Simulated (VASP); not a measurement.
# Zr (P6_3/mmc) in VASP: further runs

Zr is run at these levels: PBEsol; tasks: single point, relaxation of cell and atoms.

Everything below comes from runs of VASP 6.6.1. Logs are shortened: lines on timing, memory, paths and dates and some standing lists are left out, and cuts for length are marked.

## Step 1: The cell of the first run

The structure is hexagonal, space group P6_3/mmc (No. 194). Conventional cell: a = 3.184 Å, b = 3.184 Å, c = 5.115 Å, α = 90.00°, β = 90.00°, γ = 120.00°. Within 4.1 Å of Zr (site symmetry -6m2) lie 12 Zr at 3.15 to 3.18 Å.

## Step 2: Single point, PBEsol

Input file INCAR:

```
SYSTEM = Zr
  PREC = Accurate
  ENCUT = 520
  EDIFF = 1E-7
  ISMEAR = 1
  SIGMA = 0.05
  LREAL = .FALSE.
  LASPH = .TRUE.
  NELM = 100
  ALGO = Normal
  ISIF = 2
  LWAVE = .FALSE.
  LCHARG = .FALSE.
  GGA = PS
  NBANDS = 19
```

Input file KPOINTS:

```
Automatic mesh
0
G
  17 17 9
  0 0 0
```

Input file POSCAR:

```
Zr
1.0
    3.1843137118      0.0000000000      0.0000000000
   -1.5921568559      2.7576965680      0.0000000000
    0.0000000000      0.0000000000      5.1154086759
Zr
2
Direct
    0.3333333333      0.6666666667      0.2500000000
    0.6666666667      0.3333333333      0.7500000000
```

Potentials or basis: VASP PAW PBE potentials, release 64 (Zr_sv).

On the command line:

```sh
> cat potpaw_PBE.64/Zr_sv/POTCAR > POTCAR
> mpirun -np 1 vasp_std > vasp.out
```

OUTCAR:

```text
SYSTEM = Zr
   PREC = Accurate
   ENCUT = 520
   EDIFF = 1E-7
   ISMEAR = 1
   LREAL = .FALSE.
   LASPH = .TRUE.
   NELM = 100
   ISIF = 2
   GGA = PS

 ion  position               nearest neighbor table
   1  0.333  0.667  0.250-   2 3.15   2 3.15   2 3.15   2 3.15   2 3.15   2 3.15
   2  0.667  0.333  0.750-   1 3.15   1 3.15   1 3.15   1 3.15   1 3.15   1 3.15

  LATTYP: Found a hexagonal cell.
 ALAT       =     3.1843137118
 C/A-ratio  =     1.6064399236

  Lattice vectors:

 A1 = (   3.1843137118,   0.0000000000,   0.0000000000)
 A2 = (  -1.5921568559,   2.7576965680,   0.0000000000)
 A3 = (   0.0000000000,   0.0000000000,   5.1154086759)

Analysis of symmetry for initial positions (statically):
=====================================================================
 Subroutine PRICEL returns:
 Original cell was already a primitive cell.

 Routine SETGRP: Setting up the symmetry group for a
 hexagonal supercell.

 Subroutine GETGRP returns: Found 24 space group operations
 (whereof 12 operations were pure point group operations)
 out of a pool of 24 trial point group operations.

The static configuration has the point symmetry D_3d.
 The point group associated with its full space group is D_6h.

Analysis of symmetry for dynamics (positions and initial velocities):
=====================================================================
 Subroutine PRICEL returns:
 Original cell was already a primitive cell.

 Routine SETGRP: Setting up the symmetry group for a
 hexagonal supercell.

 Subroutine GETGRP returns: Found 24 space group operations
 (whereof 12 operations were pure point group operations)
 out of a pool of 24 trial point group operations.

The dynamic configuration has the point symmetry D_3d.
 The point group associated with its full space group is D_6h.

 Subroutine INISYM returns: Found 24 space group operations
 (whereof 12 operations are pure point group operations),
 and found     1 'primitive' translations

----------------------------------------------------------------------------------------

                                     Primitive cell

  volume of cell :      44.9203

  direct lattice vectors                    reciprocal lattice vectors
     3.184313712  0.000000000  0.000000000     0.314039410  0.181310738  0.000000000
    -1.592156856  2.757696568  0.000000000     0.000000000  0.362621476  0.000000000
[... 75 lines left out ...]
 SYSTEM =  Zr
   PREC   = accura    normal or accurate (medium, high low for compatibility)
   ISTART =      0    job   : 0-new  1-cont  2-samecut
   ICHARG =      2    charge: 1-file 2-atom 10-const
   ISPIN  =      1    spin polarized calculation?
   LNONCOLLINEAR =      F non collinear calculations
   LSORBIT =      F    spin-orbit coupling
   LASPH  =      T    aspherical Exc in radial PAW
   ENCUT  =  520.0 eV  38.22 Ry    6.18 a.u.   5.92  5.92  9.51*2*pi/ulx,y,z
   NELM   =    100;   NELMIN=  2; NELMDL= -5     # of ELM steps
   EDIFF  = 0.1E-06   stopping-criterion for ELM
   LREAL  =      F    real-space projection
   EDIFFG = 0.1E-05   stopping-criterion for IOM
   NSW    =      0    number of steps for IOM
   IBRION =     -1    ionic relax: 0-MD 1-quasi-New 2-CG
   NFREE  =      0    steps in history (QN), initial steepest desc. (CG)
   ISIF   =      2    stress and relaxation
   ISYM   =      2    0-nonsym 1-usesym 2-fastsym
   POTIM  = 0.5000    time-step for ionic-motion
   TEBEG  =    0.0;   TEEND  =   0.0 temperature during run
   PSTRESS=    0.0 pullay stress
   NELECT =      24.0000    total number of electrons
   NUPDOWN=      -1.0000    fix difference up-down
   EMIN   =  10.00;   EMAX   =-10.00  energy-range for DOS
   EFERMI =   0.00;   METHOD = LEGACY
   ISMEAR =     1;   SIGMA  =   0.05  broadening in eV -4-tet -1-fermi 0-gaus
   EFERMI_NEDOS =   21; number of points for ismear=-14 and -15
   IALGO  =     38    algorithm
   IMIX   =      4    mixing-type and parameters
     AMIX     =   0.40;   BMIX     =  1.00
     AMIX_MAG =   1.60;   BMIX_MAG =  1.00
  volume/ion in A,a.u.               =      22.46       151.57
  Fermi-wavevector in a.u.,A,eV,Ry     =   1.328407  2.510324 24.009713  1.764664
  Thomas-Fermi vector in A             =   2.457646
   LORBIT       =      0    0 simple, 1 ext, 2 COOP (PROOUT), +10 PAW based schemes
   GGA     = PS    functional components
   LHFCALC =     F    Hartree Fock is set to
   AEXX    =    0.0000 exact exchange contribution
   IVDW    =     0    specifies the selected vdW correction
   LEPSILON=     F    determine dielectric tensor
   LRPA    =     F    only Hartree local field effects (RPA)
 non-spin polarized calculation
 Methfessel and Paxton  Order N= 1 SIGMA  =   0.05
  energy-cutoff  :      520.00
  volume of cell :       44.92
 maximum number of plane-waves:      1224
 NGX is ok and might be reduce to    24
   NGX = 11   NGY = 11   NGZ = 19

 number of electron      24.0000000 magnetization

 Free energy of the ion-electron system (eV)
  ---------------------------------------------------
  ext. energy  EPLUGINS =         0.00000000
  ---------------------------------------------------
  free energy    TOTEN  =       -18.16254939 eV

  energy without entropy =      -18.16271392  energy(sigma->0) =      -18.16260423

 E-fermi :   9.2970     XC(G=0): -11.3677

 val. band max:        9.2895079877   @ k =   0.4118   0.1765   0.4444
 cond. band min:       9.2974363430   @ k =   0.1176   0.0588   0.3333
 fundamental gap:      0.0079283552
 Fermi energy:         9.2970457279

 k-point     1 :       0.0000    0.0000    0.0000
  band No.  band energies     occupation
      1     -39.3984      2.00000
      2     -39.2229      2.00000
      3     -18.0120      2.00000
      4     -17.0261      2.00000
      5     -17.0261      2.00000
      6     -16.8905      2.00000
[... 505 lines left out ...]
      6     -17.1767      2.00000
[... 11 lines left out ...]
     18      13.4806      0.00000
     19      14.3738      0.00000

 [... further k-points ...]
[... 5 lines left out ...]
  --------------------------------------------------------------------------------------
  -------------------------------------------------------------------------------------
  Total        0.0223890      0.0223890      0.0123262      0.0000000      0.0000000      0.0000000
  in kB        0.7985505      0.7985505      0.4396392      0.0000000      0.0000000      0.0000000
  external PRESSURE =       0.6789134 kB  Pullay stress =       0.0000000 kB

 VOLUME and BASIS-vectors are now :
 -----------------------------------------------------------------------------
  energy-cutoff  :      520.00
  volume of cell :       44.92
      direct lattice vectors                 reciprocal lattice vectors
     3.184313712  0.000000000  0.000000000     0.314039410  0.181310738  0.000000000
    -1.592156856  2.757696568  0.000000000     0.000000000  0.362621476  0.000000000
     0.000000000  0.000000000  5.115408676     0.000000000  0.000000000  0.195487802

 POSITION                                       TOTAL-FORCE (eV/Angst)
 -----------------------------------------------------------------------------------
     -0.00000      1.83846      1.27885        -0.000000     -0.000000      0.000000
      1.59216      0.91923      3.83656         0.000000      0.000000      0.000000
 -----------------------------------------------------------------------------------
    total drift:                               -0.000000      0.000000     -0.000000

  FREE ENERGIE OF THE ION-ELECTRON SYSTEM (eV)
  ---------------------------------------------------
  free  energy   TOTEN  =       -18.1625493893 eV

  energy  without entropy=      -18.1627139224  energy(sigma->0) =      -18.16260423
```

It took 4.4 min on 1 thread of AMD EPYC 7R13, shared host; peak memory 0.21 GiB.

What came out:

```
Free energy            : -18.1625 eV
Pressure               : 0.1 GPa
Band gap on the k mesh : zero (band 12 reaches 10.24 eV, above the bottom of band 13 at 9.04 eV)
```

Caveat: the PAW data sets were made with another functional, which shifts forces and pressure a little.

## Step 3: Relaxation of cell and atoms, PBEsol

This run uses another cell than the first one, of 23.28 Å³/atom, 1.037 times its volume.

Input file INCAR:

```
SYSTEM = Zr
ALGO = Normal ; EDIFF = 1E-6
EDIFFG = -0.02 ; ENCUT = 600
GGA = PS ; IBRION = 2
ISIF = 3 ; ISMEAR = 1
LASPH = .True. ; LCHARG = .False.
LREAL = .False. ; LWAVE = .False.
NELM = 100 ; NSW = 80
PREC = Accurate ; SIGMA = 0.05
```

Input file KPOINTS:

```
k-points
0
Gamma
  17 17 9
  0 0 0
```

Input file POSCAR:

```
Zr
1.0
    3.2320000000      0.0000000000      0.0000000000
   -1.6160000000      2.7989900000      0.0000000000
    0.0000000000      0.0000000000      5.1470000000
Zr
2
Direct
    0.3333333333      0.6666666667      0.2500000000
    0.6666666667      0.3333333333      0.7500000000
```

Potentials or basis: VASP PAW PBE potentials, release 64 (Zr_sv).

On the command line:

```sh
> cat potpaw_PBE.64/Zr_sv/POTCAR > POTCAR
> mpirun -np 1 vasp_std > vasp.out
```

OUTCAR:

```text
SYSTEM = Zr
   EDIFF = 1E-6
   EDIFFG = -0.02
   ENCUT = 600
   GGA = PS
   IBRION = 2
   ISIF = 3
   ISMEAR = 1
   LASPH = .True.
   LREAL = .False.
   NELM = 100
   NSW = 80
   PREC = Accurate

 ion  position               nearest neighbor table
   1  0.333  0.667  0.250-   2 3.18   2 3.18   2 3.18   2 3.18   2 3.18   2 3.18
   2  0.667  0.333  0.750-   1 3.18   1 3.18   1 3.18   1 3.18   1 3.18   1 3.18

  LATTYP: Found a hexagonal cell.
 ALAT       =     3.2320000000
 C/A-ratio  =     1.5925123762

  Lattice vectors:

 A1 = (   3.2320000000,   0.0000000000,   0.0000000000)
 A2 = (  -1.6160000000,   2.7989900000,   0.0000000000)
 A3 = (   0.0000000000,   0.0000000000,   5.1470000000)

Analysis of symmetry for initial positions (statically):
=====================================================================
 Subroutine PRICEL returns:
 Original cell was already a primitive cell.

 Routine SETGRP: Setting up the symmetry group for a
 hexagonal supercell.

 Subroutine GETGRP returns: Found 24 space group operations
 (whereof 12 operations were pure point group operations)
 out of a pool of 24 trial point group operations.

The static configuration has the point symmetry D_3d.
 The point group associated with its full space group is D_6h.

Analysis of symmetry for dynamics (positions and initial velocities):
=====================================================================
 Subroutine PRICEL returns:
 Original cell was already a primitive cell.

 Routine SETGRP: Setting up the symmetry group for a
 hexagonal supercell.

 Subroutine GETGRP returns: Found 24 space group operations
 (whereof 12 operations were pure point group operations)
 out of a pool of 24 trial point group operations.

The dynamic configuration has the point symmetry D_3d.
 The point group associated with its full space group is D_6h.

 Subroutine INISYM returns: Found 24 space group operations
 (whereof 12 operations are pure point group operations),
 and found     1 'primitive' translations
[... 120 lines left out ...]
   GGA     = PS    functional components
   LHFCALC =     F    Hartree Fock is set to
   AEXX    =    0.0000 exact exchange contribution
   IVDW    =     0    specifies the selected vdW correction
   LEPSILON=     F    determine dielectric tensor
   LRPA    =     F    only Hartree local field effects (RPA)
 conjugate gradient relaxation of ions
 non-spin polarized calculation
 Methfessel and Paxton  Order N= 1 SIGMA  =   0.05
  energy-cutoff  :      600.00
  volume of cell :       46.56
 maximum number of plane-waves:      1576
 NGX is ok and might be reduce to    28
   NGX = 13   NGY = 13   NGZ = 21

--------------------------------------- Ionic step        1  -------------------------------------------

 number of electron      24.0000000 magnetization

 Free energy of the ion-electron system (eV)
  ---------------------------------------------------
  ext. energy  EPLUGINS =         0.00000000
  ---------------------------------------------------
  free energy    TOTEN  =       -18.14678442 eV

  energy without entropy =      -18.14678007  energy(sigma->0) =      -18.14678297

------------------------ aborting loop because EDIFF is reached ----------------------------------------

  FORCE on cell =-STRESS in cart. coord.  units (eV):
  Direction    XX          YY          ZZ          XY          YZ          ZX
  --------------------------------------------------------------------------------------
  -------------------------------------------------------------------------------------
  Total       -0.9798964     -0.9798935     -0.8674841      0.0000000     -0.0000000      0.0000000
  in kB      -33.7181609    -33.7180620    -29.8500627      0.0000000     -0.0000000      0.0000000
  external PRESSURE =     -32.4287619 kB  Pullay stress =       0.0000000 kB
[... 167 lines left out ...]
--------------------------------------- Ionic step        6  -------------------------------------------

 number of electron      24.0000000 magnetization

 Free energy of the ion-electron system (eV)
  ---------------------------------------------------
  ext. energy  EPLUGINS =         0.00000000
  ---------------------------------------------------
  free energy    TOTEN  =       -18.16366164 eV

  energy without entropy =      -18.16381266  energy(sigma->0) =      -18.16371198

 E-fermi :   9.2916     XC(G=0): -11.3656

 val. band max:        9.2833509940   @ k =   0.4118   0.1765   0.4444
 cond. band min:       9.2916466923   @ k =   0.1176   0.0588   0.3333
 fundamental gap:      0.0082956983
 Fermi energy:         9.2915897246

 k-point     1 :       0.0000    0.0000    0.0000
  band No.  band energies     occupation
      1     -39.4049      2.00000
      2     -39.2295      2.00000
      3     -18.0185      2.00000
      4     -17.0340      2.00000
      5     -17.0340      2.00000
      6     -16.8976      2.00000
[... 433 lines left out ...]
      3     -17.7390      2.00000
      4     -17.4789      2.00000
      5     -17.4753      2.00000
      6     -17.1839      2.00000
[... 8 lines left out ...]
     15      10.7658      0.00000
     16      11.7977      0.00000

 [... further k-points ...]
[... 5 lines left out ...]
  --------------------------------------------------------------------------------------
  -------------------------------------------------------------------------------------
  Total        0.0126470      0.0126469      0.0108591      0.0000000      0.0000000      0.0000000
  in kB        0.4508803      0.4508790      0.3871415      0.0000000      0.0000000      0.0000000
  external PRESSURE =       0.4296336 kB  Pullay stress =       0.0000000 kB
[... 17 lines left out ...]
  FREE ENERGIE OF THE ION-ELECTRON SYSTEM (eV)
  ---------------------------------------------------
  free  energy   TOTEN  =       -18.1636616362 eV

  energy  without entropy=      -18.1638126630  energy(sigma->0) =      -18.16371198

 reached required accuracy - stopping structural energy minimisation
```

CONTCAR:

```text
Zr
   1.00000000000000
     3.1852961406051428    0.0000000000000000    0.0000000000000000
    -1.5926480703025714    2.7585434487247680    0.0000000000000000
     0.0000000000000000    0.0000000000000000    5.1145283128103030
  Zr
     2
Direct
     0.3333333332999970    0.6666666667000030    0.2500000000000000
     0.6666666667000030    0.3333333332999970    0.7500000000000000

  0.00000000E+00  0.00000000E+00  0.00000000E+00
  0.00000000E+00  0.00000000E+00  0.00000000E+00
```

Wall time 19 min (1 thread of AMD EPYC 7R13, shared host); peak memory 0.25 GiB.

What came out:

```yaml
Free_energy: -18.1637 eV
Relaxed_volume: 22.47 Å³/atom
Relaxed_cell: a = 3.185 Å, b = 3.185 Å, c = 5.115 Å, α = 90.00°, β = 90.00°, γ = 120.00°
Space_group_after_relaxing_to_0.05_Å: P6_3/mmc (No. 194)
Energy_gained_by_relaxing: 8.4 meV/atom
Ionic_steps: 6
Pressure_after_relaxing: 0.0 GPa
Band_gap_on_the_k_mesh: zero (band 12 reaches 10.24 eV, above the bottom of band 13 at 9.04 eV)
```

The path:
```
step  energy change (eV)  largest force (eV/Å)  pressure (GPa)  volume (Å³)
   1              0.0000                0.0000           -3.24        46.56
   2              0.0001                0.0000            3.62        43.46
   3             -0.0165                0.0000            0.00        44.98
   4             -0.0165                0.0000            0.06        44.95
   5             -0.0168                0.0000            0.05        44.95
   6             -0.0169                0.0000            0.04        44.94
```

Final structure:
```
Zr
1.0
     3.18530    0.00000    0.00000
    -1.59265    2.75854    0.00000
     0.00000    0.00000    5.11453
Zr
2
Direct
  0.33333 0.66667 0.25000
  0.66667 0.33333 0.75000
```

Caveat: the PAW data sets were made with another functional, which shifts forces and pressure a little.
